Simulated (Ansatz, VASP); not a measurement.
**Two plane-wave programs on TaTi4**

```
CELL_PARAMETERS angstrom
-3.64545 3.64545 1.64530
3.64545 -3.64545 1.64530
3.64545 3.64545 -1.64530
ATOMIC_POSITIONS crystal
Ti 0.20486 0.59943 0.80429
Ti 0.59943 0.79514 0.39457
Ti 0.79514 0.40057 0.19571
Ti 0.40057 0.20486 0.60543
Ta 0.00000 0.00000 0.00000
```

Alike in both runs: task single point; functional PBE; k mesh 6 × 6 × 6; occupations gaussian, width 0.1 eV; collinear spin.

|  | VASP | Ansatz |
| --- | --- | --- |
| version | VASP 6.6.1 | Ansatz 0.2.0 |
| potentials or method | VASP PAW PBE potentials, release 64 (Ti_sv, Ta_pv), cutoff 520 eV | scalar-relativistic, plane waves, PAW |
| valence electrons in the cell | 59 | 61 |

```csv
,VASP,Ansatz,Ansatz less VASP
gap on the k mesh at the Fermi level (eV),none,none,-
pressure (GPa),-0.7,-0.5,+0.17
"traceless stress, the component that is largest in VASP (GPa)",0.73,0.73,-0.007
rms of the force components (eV/Å),0.006,0.007,+0.0017
net moment per atom (μB),0.00,0.00,0.000
```

Atom by atom the forces differ by 0.002 eV/Å (rms over components). A gap of «none» marks a metal or a gap that the smearing closes. The functional is the same, so the differences come from potentials, cutoffs and numerics. VASP's potentials hold 59 valence electrons a cell and Ansatz's 61, so a difference there can come from the potentials and not from the codes. Ansatz's warnings: seeded moment not kept.

Neither program's run includes spin-orbit coupling.
